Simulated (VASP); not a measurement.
**W4C4N: single point with PBE+D3(BJ)**

The system is W4C4N, a slab with vacuum.

```xyz
18
Lattice="5.8032 0.0000 0.0000 0.0000 5.6773 0.0000 0.0000 0.0000 17.1881" Properties=species:S:1:pos:R:3 pbc="T T T"
W     0.0000    0.0000    1.0000
W     1.5241   -0.0893    3.5088
W     0.0000    2.8387    1.0000
W     1.3778    2.7494    3.5079
W     2.9016    0.0000    1.0000
W     4.4255    0.0891    3.5078
W     2.9016    2.8387    1.0000
W     4.2792    2.9277    3.5088
C     0.0001    1.4192    2.4780
C     0.4590    0.9506    4.9565
C     0.0003    4.2579    2.6552
C     2.4426    3.7896    4.9553
C     2.9017    1.4193    2.6556
C     5.3446    1.8880    4.9566
C     2.9018    4.2580    2.4779
C     3.3612    4.7257    4.9553
N     3.3728    1.1102    7.5995
N     2.4470    1.7090    7.5969
```

```
Program             : VASP 6.6.1
Task                : single point
Functional          : PBE
Dispersion          : D3(BJ)
Potentials or basis : VASP PAW PBE potentials, release 64 (W_sv, C, N)
Cutoff              : 520 eV
k mesh              : 3 × 3 × 1
Occupations         : gaussian, width 0.05 eV
Spin                : no spin polarisation
```

The largest force is 1.729 eV/Å. The band gap on the k mesh is zero (band 77 reaches 0.32 eV, above the bottom of band 78 at 0.08 eV). The dispersion energy per atom is -0.237 eV.

Forces on the atoms (eV/Å):
```
W    0.222 -0.587 -0.042
W    0.001  0.002  0.012
W   -0.221  0.586 -0.041
W    0.000  0.000  0.010
W    0.218  0.593 -0.045
W    0.001 -0.001  0.011
W   -0.218 -0.593 -0.045
W    0.001 -0.001  0.012
C    0.000  0.000  0.002
C    0.049 -0.059  0.033
C   -0.002  0.001 -0.003
C   -0.050 -0.059  0.034
C   -0.001  0.000 -0.005
C   -0.050  0.059  0.032
C    0.000  0.000  0.002
C    0.051  0.060  0.032
N    1.450 -0.938  0.004
N   -1.451  0.939 -0.004
```

Levels at points of the mesh, in eV from the Fermi level:
```csv
k point,band 75,band 76,band 77,band 78,band 79,band 80
"(0.00, 0.00, 0.00)",-0.21,-0.05,0.23,0.37,0.49,1.05
```

Wall time 7.7 min on 1 thread of Intel(R) Xeon(R) Platinum 8488C (Sapphire Rapids), with other jobs on the host, peak memory 0.63 GiB.

Caveat: the k points lie up to 0.37 Å⁻¹ apart; the standard files for N, O and F lose accuracy on very short bonds; spin-orbit coupling is left out, which moves the levels of the heavy elements.
